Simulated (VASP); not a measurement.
# Al3Pd (P6/mmm) in VASP: a series of runs

Al3Pd is run at these levels: PBE; tasks: single point, relaxation of cell and atoms.

Everything below comes from runs of VASP 6.6.1. Logs are shortened: lines on timing, memory, paths and dates and some standing lists are left out, and cuts for length are marked.

## 1. The cell of the first run

It takes space group P6/mmm (No. 191, hexagonal). Conventional cell: a = 4.455 Å, b = 4.455 Å, c = 4.887 Å, α = 90.00°, β = 90.00°, γ = 120.00°. Within 3.4 Å of Al (site symmetry -6m2) lie 3 Al at 2.57 Å and 3 Pd at 2.57 Å. Within 3.2 Å of Al (site symmetry 6/mmm) lie 2 Pd at 2.44 Å. Pd (site symmetry 6/mmm) has 8 Al at 2.44 to 2.57 Å within 3.2 Å.

The cell was generated, and may not be a known phase.

## 2. Single point, PBE, collinear spin

File INCAR:

```
PREC = Accurate ; ENCUT = 520
EDIFF = 1E-7 ; ISMEAR = 0
SIGMA = 0.1 ; LREAL = False
LASPH = True ; NELM = 150
ALGO = Normal ; ISIF = 2
LWAVE = False ; LCHARG = True
ISPIN = 2 ; MAGMOM = 0 0 0 1
LORBIT = 11 ; LMAXMIX = 4
GGA = PE ; LELF = True
LVHAR = True ; NBANDS = 22
```

File KPOINTS:

```
regular mesh
0
Gamma
  6 6 4
```

File POSCAR:

```
Al3Pd
1.0
    4.4553824152      0.0000000000      0.0000000000
   -2.2276912076      3.8584743552      0.0000000000
    0.0000000000      0.0000000000      4.8867474755
Al Pd
3 1
Direct
    0.3333333333      0.6666666667      0.0000000000
    0.6666666667      0.3333333333      0.0000000000
    0.0000000000      0.0000000000      0.5000000000
    0.0000000000      0.0000000000      0.0000000000
```

Potentials or basis: VASP PAW PBE potentials, release 64 (Al, Pd).

Command:

```console
$ cat potpaw_PBE.64/Al/POTCAR potpaw_PBE.64/Pd/POTCAR > POTCAR
$ mpirun -np 1 vasp_std > vasp.out
```

OUTCAR:

```text
PREC = Accurate
   ENCUT = 520
   EDIFF = 1E-7
   ISMEAR = 0
   LREAL = False
   LASPH = True
   NELM = 150
   ISIF = 2
   ISPIN = 2
   LORBIT = 11
   GGA = PE

 ion  position               nearest neighbor table
   1  0.333  0.667  0.000-   4 2.57   2 2.57   2 2.57   4 2.57   4 2.57   2 2.57
   2  0.667  0.333  0.000-   1 2.57   4 2.57   1 2.57   4 2.57   4 2.57   1 2.57
   3  0.000  0.000  0.500-   4 2.44   4 2.44
   4  0.000  0.000  0.000-   3 2.44   3 2.44   1 2.57   2 2.57   2 2.57   1 2.57   2 2.57   1 2.57

  LATTYP: Found a hexagonal cell.
 ALAT       =     4.4553824152
 C/A-ratio  =     1.0968188631

  Lattice vectors:

 A1 = (   4.4553824152,   0.0000000000,   0.0000000000)
 A2 = (  -2.2276912076,   3.8584743552,   0.0000000000)
 A3 = (   0.0000000000,   0.0000000000,   4.8867474755)

Analysis of symmetry for initial positions (statically):
=====================================================================
 Subroutine PRICEL returns:
 Original cell was already a primitive cell.

 Routine SETGRP: Setting up the symmetry group for a
 hexagonal supercell.

 Subroutine GETGRP returns: Found 24 space group operations
 (whereof 24 operations were pure point group operations)
 out of a pool of 24 trial point group operations.

The static configuration has the point symmetry D_6h.

Analysis of symmetry for dynamics (positions and initial velocities):
=====================================================================
 Subroutine PRICEL returns:
 Original cell was already a primitive cell.

 Routine SETGRP: Setting up the symmetry group for a
 hexagonal supercell.

 Subroutine GETGRP returns: Found 24 space group operations
 (whereof 24 operations were pure point group operations)
 out of a pool of 24 trial point group operations.

The dynamic configuration has the point symmetry D_6h.

Analysis of structural, dynamic, and magnetic symmetry:
=====================================================================
 Subroutine PRICEL returns:
 Original cell was already a primitive cell.

 Routine SETGRP: Setting up the symmetry group for a
 hexagonal supercell.

 Subroutine GETGRP returns: Found 24 space group operations
 (whereof 24 operations were pure point group operations)
 out of a pool of 24 trial point group operations.
[... 125 lines left out ...]
   LORBIT       =     11    0 simple, 1 ext, 2 COOP (PROOUT), +10 PAW based schemes
   GGA     = PE    functional components
   LHFCALC =     F    Hartree Fock is set to
   AEXX    =    0.0000 exact exchange contribution
   IVDW    =     0    specifies the selected vdW correction
   LEPSILON=     F    determine dielectric tensor
   LRPA    =     F    only Hartree local field effects (RPA)
 spin polarized calculation
 Gauss-broadening in eV      SIGMA  =   0.10
  energy-cutoff  :      520.00
  volume of cell :       84.01
 maximum number of plane-waves:      2276
 NGX is ok and might be reduce to    36
   NGX = 17   NGY = 17   NGZ = 19

 number of electron      18.9999998 magnetization      -0.0000167

 number of electron      18.9999998 magnetization       0.0000436

 Free energy of the ion-electron system (eV)
  ---------------------------------------------------
  ext. energy  EPLUGINS =         0.00000000
  ---------------------------------------------------
  free energy    TOTEN  =       -16.95384457 eV

  energy without entropy =      -16.94958596  energy(sigma->0) =      -16.95171527

 E-fermi :   6.0688     XC(G=0):  -9.4896

 val. band max:        6.0076518943   @ k =   0.3333   0.0000   0.0000
 cond. band min:       6.1913757997   @ k =   0.1667   0.1667   0.5000
 fundamental gap:      0.1837239053
 Fermi energy:         6.0688457654

 spin component 1

 k-point     1 :       0.0000    0.0000    0.0000
  band No.  band energies     occupation
      1      -3.5635      1.00000
      2      -0.0946      1.00000
      3       0.6426      1.00000
      4       0.6426      1.00000
      5       1.8430      1.00000
      6       1.8430      1.00000
[... 493 lines left out ...]
     20      15.0127      0.00000
     21      15.4261      0.00000
 Fermi energy:         6.0688457654

 spin component 2

 k-point     1 :       0.0000    0.0000    0.0000
  band No.  band energies     occupation
      1      -3.5634      1.00000
      2      -0.0946      1.00000
      3       0.6427      1.00000
      4       0.6427      1.00000
      5       1.8430      1.00000
      6       1.8430      1.00000
[... 493 lines left out ...]
     20      15.0127      0.00000
     21      15.4261      0.00000
 [bands above 21 left out]

------------------------ aborting loop because EDIFF is reached ----------------------------------------

  FORCE on cell =-STRESS in cart. coord.  units (eV):
  Direction    XX          YY          ZZ          XY          YZ          ZX
  --------------------------------------------------------------------------------------
  -------------------------------------------------------------------------------------
  Total        0.0692789      0.0692789     -0.0033949      0.0000000     -0.0000000      0.0000000
  in kB        1.3212677      1.3212677     -0.0647463      0.0000000     -0.0000000      0.0000000
  external PRESSURE =       0.8592630 kB  Pullay stress =       0.0000000 kB

 VOLUME and BASIS-vectors are now :
 -----------------------------------------------------------------------------
  energy-cutoff  :      520.00
  volume of cell :       84.01
      direct lattice vectors                 reciprocal lattice vectors
     4.455382415  0.000000000  0.000000000     0.224447625  0.129584897  0.000000000
    -2.227691208  3.858474355  0.000000000     0.000000000  0.259169793  0.000000000
     0.000000000  0.000000000  4.886747475     0.000000000  0.000000000  0.204635088

 POSITION                                       TOTAL-FORCE (eV/Angst)
 -----------------------------------------------------------------------------------
     -0.00000      2.57232      0.00000        -0.000000      0.000000      0.000000
      2.22769      1.28616      0.00000         0.000000     -0.000000      0.000000
      0.00000      0.00000      2.44337         0.000000      0.000000      0.000000
      0.00000      0.00000      0.00000         0.000000      0.000000      0.000000
 -----------------------------------------------------------------------------------
    total drift:                               -0.000000     -0.000000      0.000000

  FREE ENERGIE OF THE ION-ELECTRON SYSTEM (eV)
  ---------------------------------------------------
  free  energy   TOTEN  =       -16.9538445742 eV

  energy  without entropy=      -16.9495859625  energy(sigma->0) =      -16.95171527

 total charge

# of ion       s       p       d       tot
------------------------------------------
    1        0.408   0.372   0.000   0.780
    2        0.408   0.372   0.000   0.780
    3        0.467   0.268   0.000   0.735
    4        0.590   0.798   8.520   9.908
--------------------------------------------------
tot          1.873   1.809   8.520  12.203

 magnetization (x)

# of ion       s       p       d       tot
------------------------------------------
    1       -0.000  -0.000   0.000  -0.000
    2       -0.000  -0.000   0.000  -0.000
    3       -0.000   0.000   0.000  -0.000
    4       -0.000   0.000  -0.000  -0.000
--------------------------------------------------
tot         -0.000   0.000  -0.000  -0.000
```

stdout:

```text
POSCAR found type information on POSCAR AlPd
 POSCAR found :  2 types and       4 ions
 scaLAPACK will be used
 LDA part: xc-table for (Slater+PW92), standard interpolation
 POSCAR, INCAR and KPOINTS ok, starting setup
 FFT: planning ... GRIDC
 FFT: planning ... GRID_SOFT
 FFT: planning ... GRID
 WAVECAR not read
 entering main loop
```

It took 2.4 min on 1 thread of AMD EPYC 7R13, shared host; peak memory 0.24 GiB.

What came out:

| Property | Result |
| --- | --- |
| Free energy | -16.9538 eV |
| Pressure | 0.1 GPa |
| Net moment | 0.00 μB per cell |
| Valence electrons inside the program's atomic spheres | Al 0.78, 0.73 (each value once); Pd 9.91 |

## 3. Relaxation of cell and atoms, PBE

File INCAR:

```
ALGO = Fast
EDIFF = 1E-7
EDIFFG = -0.01
ENCUT = 600
GGA = PE
IBRION = 2
ISIF = 3
ISMEAR = 0
LASPH = True
LCHARG = False
LREAL = False
LWAVE = False
NELM = 100
NSW = 100
PREC = Accurate
SIGMA = 0.1
```

File KPOINTS:

```
k-points
0
Gamma
  12 12 10
```

POSCAR is that of step 2.

Potentials or basis: VASP PAW PBE potentials, release 64 (Al, Pd).

Command:

```console
$ cat potpaw_PBE.64/Al/POTCAR potpaw_PBE.64/Pd/POTCAR > POTCAR
$ mpirun -np 1 vasp_std > vasp.out
```

Run time: 13 min. Hardware: 1 thread of AMD EPYC 7R13, shared host; peak memory 0.32 GiB.

Results (log left out):

```yaml
Free_energy: -16.9716 eV
Relaxed_volume: 20.94 Å³/atom
Relaxed_cell: a = 4.479 Å, b = 4.479 Å, c = 4.823 Å, α = 90.00°, β = 90.00°, γ = 120.00°
Space_group_after_relaxing_to_0.1_Å: P6/mmm (No. 191)
Energy_gained_by_relaxing: 2.4 meV/atom
Ionic_steps: 5
Pressure_after_relaxing: 0.0 GPa
Band_gap_on_the_k_mesh: zero (an odd number of electrons rules out a gap without spin polarisation)
```

The path:
```tsv
step	energy change (eV)	largest force (eV/Å)	pressure (GPa)	volume (Å³)
1	0.0000	0.0000	0.19	84.01
2	-0.0087	0.0000	-0.51	84.31
3	-0.0090	0.0000	-0.42	84.27
4	-0.0096	0.0000	0.11	83.63
5	-0.0097	0.0000	-0.01	83.78
```

Final structure:
```yaml
crystal:
  lattice:
    - [4.47865, 0.00000, 0.00000]
    - [-2.23933, 3.87863, 0.00000]
    - [0.00000, 0.00000, 4.82275]
  atoms:
    - { symbol: Al, position: [0.33333, 0.66667, 0.00000] }
    - { symbol: Al, position: [0.66667, 0.33333, 0.00000] }
    - { symbol: Al, position: [0.00000, 0.00000, 0.50000] }
    - { symbol: Pd, position: [0.00000, 0.00000, 0.00000] }
```

Levels at points of the mesh, in eV from the Fermi level:
```csv
k point,band 5,band 6,band 7,band 8,band 9,band 10,band 11,band 12,band 13
"(0.00, 0.00, 0.00)",-4.44,-4.44,-2.84,-0.63,-0.09,-0.09,1.16,1.55,1.55
"(0.50, 0.00, 0.00)",-4.78,-4.72,-4.52,-2.79,-0.81,0.10,0.59,1.29,1.44
"(0.00, 0.00, 0.50)",-5.25,-4.58,-4.58,0.87,0.87,1.67,1.84,1.84,1.98
"(0.50, 0.00, 0.50)",-4.87,-4.71,-4.70,-4.60,-2.32,-1.33,1.06,1.26,2.03
```

The gap in the log of VASP goes by the Fermi energy; the results here count the filled bands.